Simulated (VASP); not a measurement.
A run of VASP 6.6.1 is set up as follows.

Contents of INCAR:

```
SYSTEM = Cu3Pt
ALGO = Normal
EDIFF = 1E-6
ENCUT = 520
ISIF = 2
ISMEAR = -1
LASPH = .TRUE.
LCHARG = .FALSE.
LREAL = .FALSE.
LWAVE = .FALSE.
NBANDS = 30
NELM = 80
PREC = Accurate
SIGMA = 0.05
```

Contents of KPOINTS:

```
k-points
0
G
  9 9 9
  0 0 0
```

Contents of POSCAR:

```
Cu3Pt
1.0
    3.7100000000      0.0185500000      0.0185500000
    0.0185500000      3.7100000000      0.0185500000
    0.0185500000      0.0185500000      3.7100000000
Cu Pt
3 1
Direct
    0.0000000000      0.5000000000      0.5000000000
    0.5000000000      0.0000000000      0.5000000000
    0.5000000000      0.5000000000      0.0000000000
    0.0000000000      0.0000000000      0.0000000000
```

Potentials or basis: VASP PAW LDA potentials, release 64 (Cu, Pt).

Run with:

```sh
$ cat potpaw_LDA.64/Cu/POTCAR potpaw_LDA.64/Pt/POTCAR > POTCAR
$ mpirun -np 1 vasp_std > vasp.out
```

(1) Estimate the pressure.

## Answers

(1) -11.2 GPa.

Caveat: the cell differs from its parent crystal (equal xy, yz and zx shear strains of +1 %).
